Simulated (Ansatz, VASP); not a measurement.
## Two plane-wave programs on InSb

```xyz
2
Lattice="0.0000 3.2391 3.2715 3.2391 0.0000 3.2715 3.2391 3.2391 0.0000" Properties=species:S:1:pos:R:3 pbc="T T T"
In    0.0000    0.0000    0.0000
Sb    4.8586    4.8586    4.9072
```

Change from the starting cell: strain +0.0100 x Voigt [0, 0, 1, 0, 0, 0], atoms carried along.

Alike in both runs: task single point; functional PBEsol; k mesh 12 × 12 × 12; occupations gaussian, width 0.15 eV; no spin polarisation.

|  | VASP | Ansatz |
| --- | --- | --- |
| version | VASP 6.6.1 | Ansatz 0.2.0 |
| potentials or method | VASP PAW PBE potentials, release 64 (In_d, Sb), cutoff 520 eV | scalar-relativistic, plane waves, PAW |
| valence electrons in the cell | 18 | 28 |

|  | VASP | Ansatz | Ansatz less VASP |
| --- | --- | --- | --- |
| gap on the k mesh at the Fermi level (eV) | none | none | - |
| pressure (GPa) | 0.4 | 0.4 | -0.02 |
| traceless stress, the component that is largest in VASP (GPa) | -0.19 | -0.19 | 0.000 |

VASP's potentials were made for PBE, not for PBEsol. A gap of «none» marks a metal or a gap that the smearing closes. VASP's potentials hold 18 valence electrons a cell and Ansatz's 28, so a difference there can come from the potentials and not from the codes.

Spin-orbit coupling is off throughout.
